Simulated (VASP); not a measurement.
# Li (Fm-3m) in VASP: notebook, part 2 of 2

VASP 6.6.1. The steps go on from the part before.

## (5) Single point, PBE (volume scaled by 0.609, to set the pressure)

File INCAR:

```
SYSTEM = Li
PREC = Accurate
ENCUT = 520
EDIFF = 1E-6
ISMEAR = -1
SIGMA = 0.08
LREAL = .False.
LASPH = .True.
NELM = 60
ALGO = Normal
ISIF = 2
LWAVE = .False.
LCHARG = .False.
GGA = PE
NBANDS = 8
```

File KPOINTS:

```
regular mesh
0
Gamma
  18 18 18
  0 0 0
```

File POSCAR:

```
Li
1.0
    0.0000000000      1.8319560142      1.8319560142
    1.8319560142      0.0000000000      1.8319560142
    1.8319560142      1.8319560142      0.0000000000
Li
1
Direct
    0.0000000000      0.0000000000      0.0000000000
```

Potentials or basis: VASP PAW PBE potentials, release 64 (Li_sv).

Started as:

```sh
> cat potpaw_PBE.64/Li_sv/POTCAR > POTCAR
> mpirun -np 1 vasp_std > vasp.out
```

OUTCAR:

```text
SYSTEM = Li
   PREC = Accurate
   ENCUT = 520
   EDIFF = 1E-6
   ISMEAR = -1
   LREAL = .False.
   LASPH = .True.
   NELM = 60
   ISIF = 2
   GGA = PE

 ion  position               nearest neighbor table
   1  0.000  0.000  0.000-

  LATTYP: Found a face centered cubic cell.
 ALAT       =     3.6639120284

  Lattice vectors:

 A1 = (   0.0000000000,   1.8319560142,   1.8319560142)
 A2 = (   1.8319560142,   0.0000000000,   1.8319560142)
 A3 = (   1.8319560142,   1.8319560142,   0.0000000000)

Analysis of symmetry for initial positions (statically):
=====================================================================
 Subroutine PRICEL returns:
 Original cell was already a primitive cell.

 Routine SETGRP: Setting up the symmetry group for a
 face centered cubic supercell.

 Subroutine GETGRP returns: Found 48 space group operations
 (whereof 48 operations were pure point group operations)
 out of a pool of 48 trial point group operations.

The static configuration has the point symmetry O_h .

Analysis of symmetry for dynamics (positions and initial velocities):
=====================================================================
 Subroutine PRICEL returns:
 Original cell was already a primitive cell.

 Routine SETGRP: Setting up the symmetry group for a
 face centered cubic supercell.

 Subroutine GETGRP returns: Found 48 space group operations
 (whereof 48 operations were pure point group operations)
 out of a pool of 48 trial point group operations.

The dynamic configuration has the point symmetry O_h .

 Subroutine INISYM returns: Found 48 space group operations
 (whereof 48 operations are pure point group operations),
 and found     1 'primitive' translations

----------------------------------------------------------------------------------------

                                     Primitive cell

  volume of cell :      12.2963

  direct lattice vectors                    reciprocal lattice vectors
     0.000000000  1.831956014  1.831956014    -0.272932317  0.272932317  0.272932317
     1.831956014  0.000000000  1.831956014     0.272932317 -0.272932317  0.272932317
     1.831956014  1.831956014  0.000000000     0.272932317  0.272932317 -0.272932317

  length of vectors
     2.590777041  2.590777041  2.590777041     0.472732640  0.472732640  0.472732640

  position of ions in fractional coordinates (direct lattice)
     0.000000000  0.000000000  0.000000000

  ion indices of the primitive-cell ions
   primitive index   ion index
                 1           1

----------------------------------------------------------------------------------------

 KPOINTS: regular mesh

Automatic generation of k-mesh.
 Grid dimensions read from file:
 generate k-points for:   18   18   18

 Generating k-lattice:

  Cartesian coordinates                     Fractional coordinates (reciprocal lattice)
    -0.015162907  0.015162907  0.015162907     0.055555556  0.000000000  0.000000000
     0.015162907 -0.015162907  0.015162907     0.000000000  0.055555556  0.000000000
     0.015162907  0.015162907 -0.015162907     0.000000000  0.000000000  0.055555556

  Length of vectors
     0.026262924  0.026262924  0.026262924

  Shift w.r.t. Gamma in fractional coordinates (k-lattice)
     0.000000000  0.000000000  0.000000000

 Subroutine IBZKPT returns following result:
 ===========================================

 Found    195 irreducible k-points:

 Following reciprocal coordinates:
            Coordinates               Weight
  0.000000  0.000000  0.000000      1.000000
  0.055556  0.000000  0.000000      8.000000
  0.111111  0.000000  0.000000      8.000000
  0.166667  0.000000  0.000000      8.000000
  0.222222  0.000000  0.000000      8.000000
  0.277778  0.000000  0.000000      8.000000
[... 16 lines left out ...]
 -0.277778  0.055556  0.000000     24.000000
 -0.222222  0.055556  0.000000     24.000000
 [... further k-points ...]
   k-points           NKPTS =    195   k-points in BZ     NKDIM =    195   number of bands    NBANDS=      8
   number of dos      NEDOS =    301   number of ions     NIONS =      1
   total plane-waves  NPLWV =   8000
   dimension x,y,z NGX =    20 NGY =   20 NGZ =   20
   dimension x,y,z NGXF=    40 NGYF=   40 NGZF=   40
   ions per type =               1
   NGX,Y,Z   is equivalent  to a cutoff of  12.83, 12.83, 12.83 a.u.
   NGXF,Y,Z  is equivalent  to a cutoff of  25.67, 25.67, 25.67 a.u.
 SYSTEM =  Li
   PREC   = accura    normal or accurate (medium, high low for compatibility)
   ISTART =      0    job   : 0-new  1-cont  2-samecut
   ICHARG =      2    charge: 1-file 2-atom 10-const
   ISPIN  =      1    spin polarized calculation?
   LNONCOLLINEAR =      F non collinear calculations
   LSORBIT =      F    spin-orbit coupling
   LASPH  =      T    aspherical Exc in radial PAW
   ENCUT  =  520.0 eV  38.22 Ry    6.18 a.u.   4.82  4.82  4.82*2*pi/ulx,y,z
   NELM   =     60;   NELMIN=  2; NELMDL= -5     # of ELM steps
   EDIFF  = 0.1E-05   stopping-criterion for ELM
   LREAL  =      F    real-space projection
   EDIFFG = 0.1E-04   stopping-criterion for IOM
   NSW    =      0    number of steps for IOM
   IBRION =     -1    ionic relax: 0-MD 1-quasi-New 2-CG
   NFREE  =      0    steps in history (QN), initial steepest desc. (CG)
   ISIF   =      2    stress and relaxation
   ISYM   =      2    0-nonsym 1-usesym 2-fastsym
   POTIM  = 0.5000    time-step for ionic-motion
   TEBEG  =    0.0;   TEEND  =   0.0 temperature during run
   PSTRESS=    0.0 pullay stress
   NELECT =       3.0000    total number of electrons
   NUPDOWN=      -1.0000    fix difference up-down
   EMIN   =  10.00;   EMAX   =-10.00  energy-range for DOS
   EFERMI =   0.00;   METHOD = LEGACY
   ISMEAR =    -1;   SIGMA  =   0.08  broadening in eV -4-tet -1-fermi 0-gaus
   EFERMI_NEDOS =   21; number of points for ismear=-14 and -15
   IALGO  =     38    algorithm
   IMIX   =      4    mixing-type and parameters
     AMIX     =   0.40;   BMIX     =  1.00
     AMIX_MAG =   1.60;   BMIX_MAG =  1.00
  volume/ion in A,a.u.               =      12.30        82.98
  Fermi-wavevector in a.u.,A,eV,Ry     =   1.022956  1.933106 14.237661  1.046439
  Thomas-Fermi vector in A             =   2.156663
   LORBIT       =      0    0 simple, 1 ext, 2 COOP (PROOUT), +10 PAW based schemes
   GGA     = PE    functional components
[... 5 lines left out ...]
 non-spin polarized calculation
  energy-cutoff  :      520.00
  volume of cell :       12.30
 maximum number of plane-waves:       342
   NGX =  9   NGY =  9   NGZ =  9

 number of electron       3.0000003 magnetization

 Free energy of the ion-electron system (eV)
  ---------------------------------------------------
  ext. energy  EPLUGINS =         0.00000000
  ---------------------------------------------------
  free energy    TOTEN  =        -1.63936679 eV

  energy without entropy =       -1.63200990  energy(sigma->0) =       -1.63568835

 E-fermi :   2.3588     XC(G=0):  -8.3839

 val. band max:        2.3450711567   @ k =  -0.4444   0.1111   0.0556
 cond. band min:       2.3744303914   @ k =   0.4444   0.2778   0.0000
 fundamental gap:      0.0293592347
 Fermi energy:         2.3587903934

 k-point     1 :       0.0000    0.0000    0.0000
  band No.  band energies     occupation
      1     -43.4790      2.00000
      2      -1.6925      2.00000
      3      22.7188      0.00000
      4      22.7188      0.00000
      5      22.7188      0.00000
      6      27.5036      0.00000
      7      27.5036      0.00000
      8      27.5036      0.00000

 k-point     2 :       0.0556    0.0000    0.0000
  band No.  band energies     occupation
      1     -43.4755      2.00000
      2      -1.6315      2.00000
      3      21.7547      0.00000
      4      22.5090      0.00000
      5      22.5090      0.00000
      6      26.6704      0.00000
      7      27.8589      0.00000
      8      27.8589      0.00000

 k-point     3 :       0.1111    0.0000    0.0000
  band No.  band energies     occupation
      1     -43.4657      2.00000
      2      -1.4484      2.00000
      3      19.5945      0.00000
      4      22.0316      0.00000
      5      22.0316      0.00000
      6      26.5643      0.00000
      7      28.6992      0.00000
      8      28.6992      0.00000
[... 210 lines left out ...]
 k-point    23 :      -0.2778    0.0556    0.0000
  band No.  band energies     occupation
      1     -43.4036      2.00000
      2       0.1047      2.00000
      3      11.9601      0.00000
      4      19.3151      0.00000
      5      21.3891      0.00000
      6      25.9453      0.00000
      7      26.6604      0.00000
      8      29.3478      0.00000

 k-point    24 :      -0.2222    0.0556    0.0000
  band No.  band energies     occupation
      1     -43.4230      2.00000
      2      -0.4831      2.00000
      3      14.0613      0.00000
      4      19.5611      0.00000
      5      21.8551      0.00000
      6      26.7460      0.00000
      7      27.6306      0.00000
      8      28.8829      0.00000

 [... further k-points ...]
[... 5 lines left out ...]
  --------------------------------------------------------------------------------------
  -------------------------------------------------------------------------------------
  Total        1.2013322      1.2013322      1.2013322      0.0000000      0.0000000      0.0000000
  in kB      156.5303566    156.5303566    156.5303566      0.0000000      0.0000000      0.0000000
  external PRESSURE =     156.5303566 kB  Pullay stress =       0.0000000 kB

 VOLUME and BASIS-vectors are now :
 -----------------------------------------------------------------------------
  energy-cutoff  :      520.00
  volume of cell :       12.30
      direct lattice vectors                 reciprocal lattice vectors
     0.000000000  1.831956014  1.831956014    -0.272932317  0.272932317  0.272932317
     1.831956014  0.000000000  1.831956014     0.272932317 -0.272932317  0.272932317
     1.831956014  1.831956014  0.000000000     0.272932317  0.272932317 -0.272932317

 POSITION                                       TOTAL-FORCE (eV/Angst)
 -----------------------------------------------------------------------------------
      0.00000      0.00000      0.00000         0.000000      0.000000     -0.000000
 -----------------------------------------------------------------------------------
    total drift:                                0.000000      0.000000      0.000000

  FREE ENERGIE OF THE ION-ELECTRON SYSTEM (eV)
  ---------------------------------------------------
  free  energy   TOTEN  =        -1.6393667931 eV

  energy  without entropy=       -1.6320099038  energy(sigma->0) =       -1.63568835
```

stdout:

```text
POSCAR found type information on POSCAR Li
 POSCAR found :  1 types and       1 ions
 scaLAPACK will be used
 LDA part: xc-table for (Slater+PW92), standard interpolation
 POSCAR, INCAR and KPOINTS ok, starting setup
 FFT: planning ... GRIDC
 FFT: planning ... GRID_SOFT
 FFT: planning ... GRID
 WAVECAR not read
 entering main loop
```

It took 25 s on 1 thread of Intel Xeon 8259CL, shared host; peak memory 0.13 GiB.

Results:

* Free energy: -1.6394 eV

Levels at points of the mesh, in eV from the Fermi level:
```csv
k point,band 1,band 2,band 3,band 4,band 5,band 6
"(0.00, 0.00, 0.00)",-45.84,-4.05,20.36,20.36,20.36,25.14
"(0.50, 0.00, 0.00)",-45.72,-0.29,5.04,17.88,17.88,22.77
"(0.50, 0.50, 0.00)",-45.69,1.95,6.84,11.77,11.77,14.46
```

Caveat: the cell differs from its parent crystal (volume scaled by 0.609, to set the pressure); the cutoff is under 1.25 times the usual one of these potentials, so pressure, stress and relaxed cells hold a basis-set (Pulay) error.

## (6) Single point, PBE

This run uses another cell than the first one, of 12.24 Å³/atom, 0.996 times its volume.

File INCAR:

```
  ALGO = Normal
  EDIFF = 1E-6
  ENCUT = 520
  GGA = PE
  ISIF = 2
  ISMEAR = -1
  LASPH = T
  LCHARG = F
  LREAL = F
  LWAVE = F
  NBANDS = 8
  NELM = 100
  PREC = Accurate
  SIGMA = 0.08
```

File KPOINTS:

```
k-points
0
Gamma
  18 18 18
```

File POSCAR:

```
Li
1.0
    0.0000000000      1.8292871836      1.8292871836
    1.8292871836      0.0000000000      1.8292871836
    1.8292871836      1.8292871836      0.0000000000
Li
1
Direct
    0.0000000000      0.0000000000      0.0000000000
```

Potentials or basis: VASP PAW PBE potentials, release 64 (Li_sv).

Started as:

```sh
> cat potpaw_PBE.64/Li_sv/POTCAR > POTCAR
> mpirun -np 1 vasp_std > vasp.out
```

Run time: 24 s. Hardware: 1 thread of Intel Xeon 8259CL, shared host; peak memory 0.12 GiB.

The run converged. Its results:

* Free energy: -1.6340 eV

Levels at points of the mesh, in eV from the Fermi level:
| k point | band 1 | band 2 | band 3 | band 4 | band 5 | band 6 | band 7 |
| --- | --- | --- | --- | --- | --- | --- | --- |
| (0.00, 0.00, 0.00) | -45.83 | -4.05 | 20.42 | 20.42 | 20.42 | 25.22 | 25.22 |
| (0.50, 0.00, 0.00) | -45.72 | -0.29 | 5.06 | 17.94 | 17.94 | 22.83 | 22.83 |
| (0.50, 0.50, 0.00) | -45.68 | 1.95 | 6.87 | 11.81 | 11.81 | 14.50 | 23.64 |

Caveat: the cutoff is under 1.25 times the usual one of these potentials, so pressure, stress and relaxed cells hold a basis-set (Pulay) error.

## (7) Summary

| task | cell | k mesh | cutoff (eV) | gap on the mesh (eV) | pressure (GPa) |
| --- | --- | --- | --- | --- | --- |
| relaxation of cell and atoms | relaxed to 16 GPa from a = 2.591 Å, angles 60.0°, 1 atom | 18 × 18 × 18 | 600 | none | 16.0 |
| relaxation of cell and atoms | relaxed to 16 GPa from a = 2.587 Å, angles 60.0°, 1 atom | 18 × 18 × 18 | 600 | none | 16.0 |
| relaxation of cell and atoms | relaxed from a = 3.056 Å, angles 60.0°, 1 atom | 16 × 16 × 16 | 600 | none | 0.0 |
| single point | a = 2.591 Å, angles 60.0°, 1 atom | 18 × 18 × 18 | 520 | none | - |
| single point | a = 2.587 Å, angles 60.0°, 1 atom | 18 × 18 × 18 | 520 | none | - |

Alike in all rows: level PBE; potentials or basis VASP PAW PBE potentials, release 64 (Li_sv); no spin polarisation; smearing fermi-dirac 0.08 eV.

Caveats: the cutoff is under 1.25 times the usual one of these potentials, so pressure, stress and relaxed cells hold a basis-set (Pulay) error; the cell is relaxed towards a set pressure, so the enthalpy falls and the energy may rise (some runs).

Total energies depend on the potentials used, so only differences within one code and one set of settings carry meaning.
